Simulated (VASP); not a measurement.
Input of a VASP 6.6.1 run:

INCAR

```
PREC = Accurate
ENCUT = 520
EDIFF = 1E-8
ISMEAR = -1
SIGMA = 0.15
LREAL = False
LASPH = True
NELM = 80
ALGO = Normal
ISIF = 2
LWAVE = False
LCHARG = False
GGA = CA
IBRION = 8
NSW = 1
```

KPOINTS

```
Automatic mesh
0
Gamma
  12 12 12
```

The input POSCAR:

```
CdAg
1.0
    3.2861440290      0.0000000000      0.0000000000
    0.0000000000      3.2861440290      0.0000000000
    0.0000000000      0.0000000000      3.2861440290
Cd Ag
1 1
Direct
    0.5000000000      0.5000000000      0.5000000000
    0.0000000000      0.0000000000      0.0000000000
```

Potentials or basis: VASP PAW LDA potentials, release 64 (Cd, Ag).

Launch:

```bash
$ cat potpaw_LDA.64/Cd/POTCAR potpaw_LDA.64/Ag/POTCAR > POTCAR
$ mpirun -np 1 vasp_std > vasp.out
```

**Question.** Predict the highest phonon frequency at Γ.

**Answer.** 140 cm⁻¹.

Phonon frequencies in cm⁻¹ (negative: imaginary):
| q point | frequencies |
| --- | --- |
| (0.000, 0.000, 0.000) | 0 0 0 140 140 140 |

Caveat: the cell stands under pressure or tension, which shifts response properties.
